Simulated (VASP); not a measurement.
Input of a VASP 6.6.1 run:

The input POSCAR:

```
Lu
1.0
    3.5048186286      0.0000000000      0.0000000000
   -1.7524093143      3.0352619680      0.0000000000
    0.0000000000      0.0000000000      5.4696750779
Lu
2
Direct
    0.3333333333      0.6666666667      0.2500000000
    0.6666666667      0.3333333333      0.7500000000
```

File INCAR.step1:

```
  PREC = Accurate
  ENCUT = 520
  ISMEAR = -1
  SIGMA = 1.0
  LREAL = False
  LASPH = True
  NELM = 80
  NBANDS = 32
  GGA = PE
  ALGO = Normal
  EDIFF = 1E-4
  LWAVE = True
  LCHARG = False
```

File INCAR.step2:

```
  PREC = Accurate
  ENCUT = 520
  EDIFF = 1E-6
  ISMEAR = -1
  SIGMA = 1.0
  LREAL = False
  LASPH = True
  NELM = 80
  ALGO = Normal
  ISIF = 2
  LWAVE = False
  LCHARG = False
  METAGGA = R2SCAN
  LMIXTAU = True
  NBANDS = 32
  ISTART = 1
```

The input KPOINTS:

```
Automatic mesh
0
Gamma
  10 10 6
```

Potentials or basis: VASP PAW PBE potentials, release 64 (Lu).

Run with:

```bash
$ cat potpaw_PBE.64/Lu/POTCAR > POTCAR
$ cp INCAR.step1 INCAR
$ mpirun -np 1 vasp_std > vasp.out
$ cp INCAR.step2 INCAR
$ mpirun -np 1 vasp_std > vasp.out
```

Task: Predict the band gap on the k mesh.

Result: Zero (bands 25 and 26 overlap by 2.01 eV).

Task: Estimate the pressure.

Result: 4.3 GPa.

Stress tensor (GPa, compression positive):
```
3.20 0.00 0.00
0.00 3.20 0.00
0.00 0.00 6.45
```

Caveat: the cell stands under pressure; so wide a smearing shifts energies and pressures; the PAW data sets were made with another functional, which shifts forces and pressure a little; spin-orbit coupling is left out, which moves the levels of the heavy elements.
